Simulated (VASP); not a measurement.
AlB2As3, 6 atoms in the cell. It takes space group P3m1 (No. 156, trigonal). Conventional cell: a = 3.644 Å, b = 3.644 Å, c = 8.927 Å, α = 90.00°, β = 90.00°, γ = 120.00°. Al (site symmetry 3m) has 4 As at 2.23 Å within 3.0 Å. Within 3.0 Å of B (site symmetry 3m) lie 4 As at 2.23 Å. Within 3.0 Å of B (site symmetry 3m) lie 4 As at 2.23 Å. Within 3.0 Å of As (site symmetry 3m) lie 3 B at 2.23 Å and 1 Al at 2.23 Å. As (site symmetry 3m) has 3 Al at 2.23 Å and 1 B at 2.23 Å within 3.0 Å. As (site symmetry 3m) has 4 B at 2.23 Å within 3.0 Å. 

- Program: VASP 6.6.1
- Task: relaxation of cell and atoms
- Functional: PBE
- Potentials or basis: VASP PAW PBE potentials, release 64 (Al, B, As)
- Cutoff: 600 eV
- k mesh: 6 × 6 × 2
- Occupations: gaussian, width 0.1 eV
- Spin: no spin polarisation
- Dipole correction: no
- Further INCAR settings: ALGO = Normal; EDIFF = 1e-07; IBRION = 2; EDIFFG = -0.04; NSW = 90; ISIF = 3

Potentials or basis: VASP PAW PBE potentials, release 64 (Al, B, As).

Run with:

```bash
$ cat potpaw_PBE.64/Al/POTCAR potpaw_PBE.64/B/POTCAR potpaw_PBE.64/As/POTCAR > POTCAR
$ mpirun -np 1 vasp_std > vasp.out
```

Hardware: 1 thread of AMD EPYC 7R13 (shared host).

Task: How long does it take, and how much memory?

Result: Wall time 8.5 min on 1 thread of AMD EPYC 7R13, on a shared host, peak memory 0.23 GiB. Counts: scf iterations 92, k points 14, ion steps 11.
